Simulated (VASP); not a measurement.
Runs of VASP 6.6.1 on Rb. The structure is that of space group I4/mmm (No. 139), or close to it. The cells are those of the table. 

```csv
task,level,potentials or basis,cell,cutoff (eV),gap on the mesh (eV),pressure (GPa),relaxed volume (Å³/atom)
relaxation of cell and atoms,PBEsol+D3(BJ),"VASP PAW PBE potentials, release 64 (Rb_sv)","relaxed from a = 4.992 Å, angles 107.4, 107.4, 113.7°, 1 atom",600,none,0.0,78.62
single point,BLYP+D3(BJ),"VASP PAW PBE potentials, release 64 (Rb_sv)","a = 4.706 Å, angles 107.0, 107.0, 114.6°, 1 atom",520,none,0.0,-
relaxation of cell and atoms,BLYP+D3(BJ),"VASP PAW PBE potentials, release 64 (Rb_sv)","relaxed from a = 4.992 Å, angles 107.4, 107.4, 113.7°, 1 atom",600,none,0.0,79.89
single point,LDA,"VASP PAW LDA potentials, release 64 (Rb_sv)","a = 4.656 Å, angles 106.9, 106.9, 114.7°, 1 atom",520,none,0.0,-
relaxation of cell and atoms,LDA,"VASP PAW LDA potentials, release 64 (Rb_sv)","relaxed from a = 4.992 Å, angles 107.4, 107.4, 113.7°, 1 atom",600,none,0.0,(a)
```

Alike in all rows: no spin polarisation; k mesh 5 × 5 × 5; smearing gaussian 0.1 eV.

Estimate the missing entries.

(a) 76.80.

Caveats: the volume moved by over 15 % at a fixed basis, so the end points are rough (some runs); the PAW data sets were made with another functional, which shifts forces and pressure a little (some runs); pairwise dispersion overbinds metals, which lowers pressure and volume (some runs).

A k mesh can miss the band edges, and the runs leave out spin-orbit coupling on Rb.

A gap of «none» marks levels without a gap at the run's occupations.
